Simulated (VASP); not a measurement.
Here is a VASP 6.6.1 calculation.

The input INCAR:

```
SYSTEM = CdS
PREC = Accurate
ENCUT = 520
EDIFF = 1E-6
ISMEAR = 0
SIGMA = 0.1
LREAL = .FALSE.
LASPH = .TRUE.
NELM = 60
ALGO = Normal
ISIF = 2
LWAVE = .FALSE.
LCHARG = .FALSE.
NBANDS = 26
```

KPOINTS

```
Automatic mesh
0
G
  6 6 4
  0 0 0
```

File POSCAR:

```
CdS
1.0
    4.1688381000      0.0000000000      0.0000000000
   -2.0844190500      3.6103197000      0.0000000000
    0.0000000000      0.0000000000      6.7796174100
Cd S
2 2
Direct
    0.6666666700      0.3333333300      0.5002243700
    0.3333333300      0.6666666700      0.0002243700
    0.6666666700      0.3333333300      0.8767756300
    0.3333333300      0.6666666700      0.3767756300
```

Potentials or basis: VASP PAW LDA potentials, release 64 (Cd, S).

Launch:

```sh
$ cat potpaw_LDA.64/Cd/POTCAR potpaw_LDA.64/S/POTCAR > POTCAR
$ mpirun -np 1 vasp_std > vasp.out
```

**Question.** What does it give for the band gap on the k mesh?

**Answer.** 0.90 eV, direct.

**Question.** What does it give for the pressure?

**Answer.** -3.5 GPa.

Forces in eV/Å, atoms in the order of the input:
```
Cd   0.000  0.000 -0.002
Cd   0.000  0.000 -0.002
S    0.000  0.000  0.002
S    0.000  0.000  0.002
```
